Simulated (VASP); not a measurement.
# MoS2 (P6_3/mmc) in VASP: a series of runs

The runs below take MoS2 through relaxation of cell and atoms, with PBE.

All numbers are computed with VASP 6.6.1; they aren't measurements. Logs are shortened: lines on timing, memory, paths and dates and some standing lists are left out, and cuts for length are marked.

## (1) The cell of the first run

It takes space group P6_3/mmc (No. 194, hexagonal). The conventional cell has a = 3.186 Å, b = 3.186 Å, c = 13.794 Å, α = 90.00°, β = 90.00°, γ = 120.00°. Mo (site symmetry -6m2) has 6 S at 2.41 Å and 6 Mo at 3.19 Å within 3.2 Å. Within 3.2 Å of S (site symmetry 3m) lie 3 Mo at 2.41 Å and 7 S at 3.12 to 3.19 Å.

## (2) Relaxation of cell and atoms, PBE

Input file INCAR:

```
SYSTEM = MoS2
ALGO     = Normal         ! electronic algorithm
EDIFF    = 1E-6           ! SCF threshold, eV
EDIFFG   = -0.01          ! ionic threshold
ENCUT    = 600            ! plane-wave cutoff, eV
GGA      = PE             ! functional
IBRION   = 2              ! ionic algorithm
ISIF     = 3              ! what is computed and relaxed
ISMEAR   = 0              ! smearing method
LASPH    = .TRUE.         ! aspherical terms in the spheres
LCHARG   = .FALSE.        ! write CHGCAR
LREAL    = .FALSE.        ! projectors in reciprocal space
LWAVE    = .FALSE.        ! write WAVECAR
NELM     = 80             ! most SCF steps
NSW      = 100            ! ionic steps
PREC     = Accurate       ! precision mode
SIGMA    = 0.02           ! smearing width, eV
```

Input file KPOINTS:

```
k-points
0
G
  12 12 2
  0 0 0
```

Input file POSCAR:

```
MoS2
1.0
    3.1861143513      0.0000000000      0.0000000000
   -1.5930571756      2.7592559676      0.0000000000
    0.0000000000      0.0000000000     13.7936254332
Mo S
2 4
Direct
    0.3333333333      0.6666666667      0.2500000000
    0.6666666667      0.3333333333      0.7500000000
    0.3333333333      0.6666666667      0.6367383117
    0.6666666667      0.3333333333      0.1367383117
    0.3333333333      0.6666666667      0.8632616883
    0.6666666667      0.3333333333      0.3632616883
```

Potentials or basis: VASP PAW PBE potentials, release 64 (Mo_sv, S).

The run is started by

```sh
$ cat potpaw_PBE.64/Mo_sv/POTCAR potpaw_PBE.64/S/POTCAR > POTCAR
$ mpirun -np 1 vasp_std > vasp.out
```

OUTCAR:

```text
SYSTEM = MoS2
   EDIFF = 1E-6
   EDIFFG = -0.01
   ENCUT = 600
   GGA = PE
   IBRION = 2
   ISIF = 3
   ISMEAR = 0
   LASPH = .TRUE.
   LREAL = .FALSE.
   NELM = 80
   NSW = 100
   PREC = Accurate

 ion  position               nearest neighbor table
   1  0.333  0.667  0.250-   4 2.41   6 2.41   4 2.41   6 2.41   4 2.41   6 2.41
   2  0.667  0.333  0.750-   3 2.41   5 2.41   3 2.41   5 2.41   3 2.41   5 2.41
   3  0.333  0.667  0.637-   2 2.41   2 2.41   2 2.41
   4  0.667  0.333  0.137-   1 2.41   1 2.41   1 2.41
   5  0.333  0.667  0.863-   2 2.41   2 2.41   2 2.41
   6  0.667  0.333  0.363-   1 2.41   1 2.41   1 2.41

  LATTYP: Found a hexagonal cell.
 ALAT       =     3.1861143513
 C/A-ratio  =     4.3292939023

  Lattice vectors:

 A1 = (   3.1861143513,   0.0000000000,   0.0000000000)
 A2 = (  -1.5930571756,   2.7592559676,   0.0000000000)
 A3 = (   0.0000000000,   0.0000000000,  13.7936254332)

Analysis of symmetry for initial positions (statically):
=====================================================================
 Subroutine PRICEL returns:
 Original cell was already a primitive cell.

 Routine SETGRP: Setting up the symmetry group for a
 hexagonal supercell.

 Subroutine GETGRP returns: Found 24 space group operations
 (whereof 12 operations were pure point group operations)
 out of a pool of 24 trial point group operations.

The static configuration has the point symmetry D_3d.
 The point group associated with its full space group is D_6h.

Analysis of symmetry for dynamics (positions and initial velocities):
=====================================================================
 Subroutine PRICEL returns:
 Original cell was already a primitive cell.

 Routine SETGRP: Setting up the symmetry group for a
 hexagonal supercell.

 Subroutine GETGRP returns: Found 24 space group operations
 (whereof 12 operations were pure point group operations)
 out of a pool of 24 trial point group operations.

The dynamic configuration has the point symmetry D_3d.
 The point group associated with its full space group is D_6h.

 Subroutine INISYM returns: Found 24 space group operations
 (whereof 12 operations are pure point group operations),
 and found     1 'primitive' translations

----------------------------------------------------------------------------------------

                                     Primitive cell

  volume of cell :     121.2640

  direct lattice vectors                    reciprocal lattice vectors
     3.186114351  0.000000000  0.000000000     0.313861930  0.181208270  0.000000000
    -1.593057176  2.759255968  0.000000000     0.000000000  0.362416540  0.000000000
     0.000000000  0.000000000 13.793625433     0.000000000  0.000000000  0.072497256

  length of vectors
     3.186114351  3.186114351 13.793625433     0.362416540  0.362416540  0.072497256

  position of ions in fractional coordinates (direct lattice)
     0.333333333  0.666666667  0.250000000
     0.666666667  0.333333333  0.750000000
     0.333333333  0.666666667  0.636738312
     0.666666667  0.333333333  0.136738312
     0.333333333  0.666666667  0.863261688
     0.666666667  0.333333333  0.363261688

  ion indices of the primitive-cell ions
   primitive index   ion index
                 1           1
                 2           2
                 3           3
                 4           4
                 5           5
                 6           6

----------------------------------------------------------------------------------------

 KPOINTS: k-points

Automatic generation of k-mesh.
 Grid dimensions read from file:
 generate k-points for:   12   12    2

 Generating k-lattice:

  Cartesian coordinates                     Fractional coordinates (reciprocal lattice)
     0.026155161  0.015100689  0.000000000     0.083333333  0.000000000  0.000000000
     0.000000000  0.030201378  0.000000000     0.000000000  0.083333333  0.000000000
     0.000000000  0.000000000  0.036248628     0.000000000  0.000000000  0.500000000

  Length of vectors
     0.030201378  0.030201378  0.036248628

  Shift w.r.t. Gamma in fractional coordinates (k-lattice)
     0.000000000  0.000000000  0.000000000

 Subroutine IBZKPT returns following result:
 ===========================================

 Found     38 irreducible k-points:

 Following reciprocal coordinates:
            Coordinates               Weight
  0.000000  0.000000  0.000000      1.000000
  0.083333  0.000000  0.000000      6.000000
  0.166667  0.000000  0.000000      6.000000
  0.250000  0.000000  0.000000      6.000000
  0.333333  0.000000  0.000000      6.000000
  0.416667  0.000000  0.000000      6.000000
[... 16 lines left out ...]
  0.250000  0.000000  0.500000      6.000000
  0.333333  0.000000  0.500000      6.000000
 [... further k-points ...]
   k-points           NKPTS =     38   k-points in BZ     NKDIM =     38   number of bands    NBANDS=     31
   number of dos      NEDOS =    301   number of ions     NIONS =      6
   total plane-waves  NPLWV =  87808
   dimension x,y,z NGX =    28 NGY =   28 NGZ =  112
   dimension x,y,z NGXF=    56 NGYF=   56 NGZF=  224
   ions per type =               2   4
   NGX,Y,Z   is equivalent  to a cutoff of  14.61, 14.61, 13.50 a.u.
   NGXF,Y,Z  is equivalent  to a cutoff of  29.22, 29.22, 27.00 a.u.
 SYSTEM =  MoS2
   PREC   = accura    normal or accurate (medium, high low for compatibility)
   ISTART =      0    job   : 0-new  1-cont  2-samecut
   ICHARG =      2    charge: 1-file 2-atom 10-const
   ISPIN  =      1    spin polarized calculation?
   LNONCOLLINEAR =      F non collinear calculations
   LSORBIT =      F    spin-orbit coupling
   LASPH  =      T    aspherical Exc in radial PAW
   ENCUT  =  600.0 eV  44.10 Ry    6.64 a.u.   6.36  6.36 27.55*2*pi/ulx,y,z
   NELM   =     80;   NELMIN=  2; NELMDL= -5     # of ELM steps
   EDIFF  = 0.1E-05   stopping-criterion for ELM
   LREAL  =      F    real-space projection
   EDIFFG = -.1E-01   stopping-criterion for IOM
   NSW    =    100    number of steps for IOM
   IBRION =      2    ionic relax: 0-MD 1-quasi-New 2-CG
   NFREE  =      1    steps in history (QN), initial steepest desc. (CG)
   ISIF   =      3    stress and relaxation
   ISYM   =      2    0-nonsym 1-usesym 2-fastsym
   POTIM  = 0.5000    time-step for ionic-motion
   TEBEG  =    0.0;   TEEND  =   0.0 temperature during run
   PSTRESS=    0.0 pullay stress
   NELECT =      52.0000    total number of electrons
   NUPDOWN=      -1.0000    fix difference up-down
   EMIN   =  10.00;   EMAX   =-10.00  energy-range for DOS
   EFERMI =   0.00;   METHOD = LEGACY
   ISMEAR =     0;   SIGMA  =   0.02  broadening in eV -4-tet -1-fermi 0-gaus
   EFERMI_NEDOS =   21; number of points for ismear=-14 and -15
   IALGO  =     38    algorithm
   IMIX   =      4    mixing-type and parameters
     AMIX     =   0.40;   BMIX     =  1.00
     AMIX_MAG =   1.60;   BMIX_MAG =  1.00
  volume/ion in A,a.u.               =      20.21       136.39
  Fermi-wavevector in a.u.,A,eV,Ry     =   1.234522  2.332908 20.735871  1.524044
  Thomas-Fermi vector in A             =   2.369208
   LORBIT       =      0    0 simple, 1 ext, 2 COOP (PROOUT), +10 PAW based schemes
   GGA     = PE    functional components
   LHFCALC =     F    Hartree Fock is set to
   AEXX    =    0.0000 exact exchange contribution
   IVDW    =     0    specifies the selected vdW correction
   LEPSILON=     F    determine dielectric tensor
   LRPA    =     F    only Hartree local field effects (RPA)
 conjugate gradient relaxation of ions
 non-spin polarized calculation
 Gauss-broadening in eV      SIGMA  =   0.02
  energy-cutoff  :      600.00
  volume of cell :      121.26
 maximum number of plane-waves:      4077
 NGX is ok and might be reduce to    28
   NGX = 13   NGY = 13   NGZ = 55

--------------------------------------- Ionic step        1  -------------------------------------------

 number of electron      51.9999995 magnetization

 Free energy of the ion-electron system (eV)
  ---------------------------------------------------
  ext. energy  EPLUGINS =         0.00000000
  ---------------------------------------------------
  free energy    TOTEN  =       -43.71147115 eV

  energy without entropy =      -43.71147115  energy(sigma->0) =      -43.71147115

------------------------ aborting loop because EDIFF is reached ----------------------------------------

  FORCE on cell =-STRESS in cart. coord.  units (eV):
  Direction    XX          YY          ZZ          XY          YZ          ZX
  --------------------------------------------------------------------------------------
  -------------------------------------------------------------------------------------
  Total       -0.0979294     -0.0979294      0.0088790     -0.0000000     -0.0000000      0.0000000
  in kB       -1.2938744     -1.2938744      0.1173122     -0.0000000     -0.0000000      0.0000000
  external PRESSURE =      -0.8234789 kB  Pullay stress =       0.0000000 kB
[... 101 lines left out ...]
  FREE ENERGIE OF THE ION-ELECTRON SYSTEM (eV)
  ---------------------------------------------------
  free  energy   TOTEN  =       -43.7115437291 eV

  energy  without entropy=      -43.7115437291  energy(sigma->0) =      -43.71154373

[... ionic steps 4 to 9 ...]

--------------------------------------- Ionic step       10  -------------------------------------------

 number of electron      52.0000001 magnetization

------------------------ aborting loop because EDIFF is reached ----------------------------------------

  FORCE on cell =-STRESS in cart. coord.  units (eV):
  Direction    XX          YY          ZZ          XY          YZ          ZX
  --------------------------------------------------------------------------------------
  -------------------------------------------------------------------------------------
  Total       -0.0291782     -0.0291782     -0.1770008     -0.0000000      0.0000000      0.0000000
  in kB       -0.3787323     -0.3787323     -2.2974690     -0.0000000      0.0000000      0.0000000
  external PRESSURE =      -1.0183112 kB  Pullay stress =       0.0000000 kB
[... 65 lines left out ...]
  energy  without entropy=      -43.7140535538  energy(sigma->0) =      -43.71405355

--------------------------------------- Ionic step       12  -------------------------------------------

 number of electron      52.0000001 magnetization

 Free energy of the ion-electron system (eV)
  ---------------------------------------------------
  ext. energy  EPLUGINS =         0.00000000
  ---------------------------------------------------
  free energy    TOTEN  =       -43.71425915 eV

  energy without entropy =      -43.71425915  energy(sigma->0) =      -43.71425915

 E-fermi :   5.4324     XC(G=0):  -9.6799

 val. band max:        5.2051631049   @ k =   0.0000   0.0000   0.0000
 cond. band min:       6.6085950786   @ k =   0.3333   0.3333   0.0000
 fundamental gap:      1.4034319737
 Fermi energy:         5.4324323544

 k-point     1 :       0.0000    0.0000    0.0000
  band No.  band energies     occupation
      1     -55.9239      2.00000
      2     -55.9239      2.00000
      3     -30.0627      2.00000
      4     -30.0626      2.00000
      5     -29.8603      2.00000
      6     -29.8603      2.00000
[... 805 lines left out ...]
     30       7.2756      0.00000
     31       8.3720      0.00000

 [... further k-points ...]
[... 5 lines left out ...]
  --------------------------------------------------------------------------------------
  -------------------------------------------------------------------------------------
  Total        0.0235170      0.0235170      0.0274728      0.0000000     -0.0000000      0.0000000
  in kB        0.2995896      0.2995896      0.3499840      0.0000000     -0.0000000      0.0000000
  external PRESSURE =       0.3163877 kB  Pullay stress =       0.0000000 kB
[... 21 lines left out ...]
  FREE ENERGIE OF THE ION-ELECTRON SYSTEM (eV)
  ---------------------------------------------------
  free  energy   TOTEN  =       -43.7142591514 eV

  energy  without entropy=      -43.7142591514  energy(sigma->0) =      -43.71425915

 reached required accuracy - stopping structural energy minimisation
```

It took 11 min on 1 thread of Intel Xeon 6975P-C (Granite Rapids), shared host; peak memory 0.4 GiB.

Results:

- Free energy: -43.7143 eV
- Relaxed volume: 20.96 Å³/atom
- Relaxed cell: a = 3.184 Å, b = 3.184 Å, c = 14.324 Å, α = 90.00°, β = 90.00°, γ = 120.00°
- Space group after relaxing (to 0.05 Å): P6_3/mmc (No. 194)
- Energy gained by relaxing: 0.5 meV/atom
- Ionic steps: 12
- Pressure after relaxing: 0.0 GPa
- Largest force after relaxing: 0.004 eV/Å
- Band gap on the k mesh: 1.40 eV, indirect (least direct gap 1.66 eV)

Forces in eV/Å, atoms in the order of the input:
```
Mo   0.000  0.000  0.000
Mo   0.000  0.000  0.000
S    0.000  0.000 -0.004
S    0.000  0.000 -0.004
S    0.000  0.000  0.004
S    0.000  0.000  0.004
```

The path:
```tsv
step	energy change (eV)	largest force (eV/Å)	pressure (GPa)	volume (Å³)
1	0.0000	0.0225	-0.08	121.26
2	0.0000	0.0105	0.19	121.08
3	-0.0001	0.0037	0.07	121.16
4	-0.0002	0.0131	0.07	121.21
5	-0.0002	0.0302	0.06	121.31
6	-0.0003	0.0304	0.05	121.36
7	-0.0004	0.0314	0.04	121.50
8	-0.0007	0.0332	0.02	121.77
9	-0.0012	0.0361	-0.02	122.33
10	-0.0019	0.0395	-0.10	123.43
11	-0.0026	0.0399	-0.21	125.65
12	-0.0028	0.0039	0.03	125.77
```

Final structure:
```xyz
6
Lattice="3.1841 0.0000 0.0000 -1.5921 2.7575 0.0000 0.0000 0.0000 14.3235" Properties=species:S:1:pos:R:3 pbc="T T T"
Mo    0.0000    1.8384    3.5809
Mo    1.5921    0.9192   10.7427
S     0.0000    1.8384    9.1807
S     1.5921    0.9192    2.0190
S     0.0000    1.8384   12.3046
S     1.5921    0.9192    5.1428
```

Levels at points of the mesh, in eV from the valence-band top:
```
           k point  band 24  band 25  band 26  band 27  band 28  band 29
(0.00, 0.00, 0.00)    -1.63    -0.49     0.00     2.50     2.50     2.50
(0.50, 0.00, 0.00)    -1.23    -0.90    -0.89     1.98     1.98     2.45
(0.00, 0.00, 0.50)    -1.76    -0.19    -0.19     2.50     2.50     2.50
(0.50, 0.00, 0.50)    -1.24    -0.89    -0.89     1.98     1.98     2.49
```

Caveat: this functional lacks dispersion, which binds the layers, so the pressure and a relaxed spacing across them are unreliable. A k mesh can miss the band edges.

[end of part 1 of 2]
